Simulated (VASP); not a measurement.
Wanted: the native input for a VASP 6.6.1 run.

- Task: single point
- Functional: LDA
- Potentials or basis: VASP PAW LDA potentials, release 64 (Ta_pv)
- Cutoff: 520 eV
- k mesh: 14 × 14 × 14
- Occupations: fermi-dirac, width 0.1 eV
- Spin: no spin polarisation
- Dipole correction: no
- Further INCAR settings: ALGO = Normal; EDIFF = 1e-06; NBANDS = 12

The structure of Ta lies in POSCAR:

```
Ta
1.0
   -1.6276710318      1.6276710318      1.6276710318
    1.6276710318     -1.6276710318      1.6276710318
    1.6276710318      1.6276710318     -1.6276710318
Ta
1
Direct
    0.0000000000      0.0000000000      0.0000000000
```

The input as run:

INCAR

```
ALGO = Normal ; EDIFF = 1E-6
ENCUT = 520 ; GGA = CA
ISIF = 2 ; ISMEAR = -1
LASPH = T ; LCHARG = F
LREAL = F ; LWAVE = F
NBANDS = 12 ; NELM = 80
PREC = Accurate ; SIGMA = 0.1
```

KPOINTS

```
k-points
0
Gamma
  14 14 14
```

Potentials or basis: VASP PAW LDA potentials, release 64 (Ta_pv).

The run is started by

```console
$ cat potpaw_LDA.64/Ta_pv/POTCAR > POTCAR
$ mpirun -np 1 vasp_std > vasp.out
```

Results of the run:

- Pressure: 0.9 GPa

Run time: 16 s on 1 thread of Intel Xeon 8259CL (shared host), peak memory 0.14 GiB.
